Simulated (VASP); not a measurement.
Here is a VASP 6.6.1 calculation.

File INCAR:

```
PREC = Accurate
ENCUT = 520
EDIFF = 1E-6
ISMEAR = -1
SIGMA = 0.03
LREAL = F
LASPH = T
NELM = 80
ALGO = Normal
ISIF = 2
LWAVE = F
LCHARG = T
GGA = PS
LELF = T
LVHAR = T
NBANDS = 24
```

File KPOINTS:

```
regular mesh
0
Gamma
  4 4 4
```

File POSCAR:

```
KMgBr3
1.0
    5.2704165116      0.0000000000      0.0000000000
    0.0000000000      5.2704165116      0.0000000000
    0.0000000000      0.0000000000      5.2704165116
K Mg Br
1 1 3
Direct
    0.0000000000      0.0000000000      0.0000000000
    0.5000000000      0.5000000000      0.5000000000
    0.5000000000      0.5000000000      0.0000000000
    0.5000000000      0.0000000000      0.5000000000
    0.0000000000      0.5000000000      0.5000000000
```

Potentials or basis: VASP PAW PBE potentials, release 64 (K_sv, Mg, Br).

The run is started by

```console
$ cat potpaw_PBE.64/K_sv/POTCAR potpaw_PBE.64/Mg/POTCAR potpaw_PBE.64/Br/POTCAR > POTCAR
$ mpirun -np 1 vasp_std > vasp.out
```

**Question.** What does it give for the band gap on the k mesh?

**Answer.** 2.75 eV (least direct gap 3.25 eV).

**Question.** What does it give for the pressure?

**Answer.** 0.0 GPa.

Caveat: the PAW data sets were made with another functional, which shifts forces and pressure a little. A k mesh can miss the band edges.
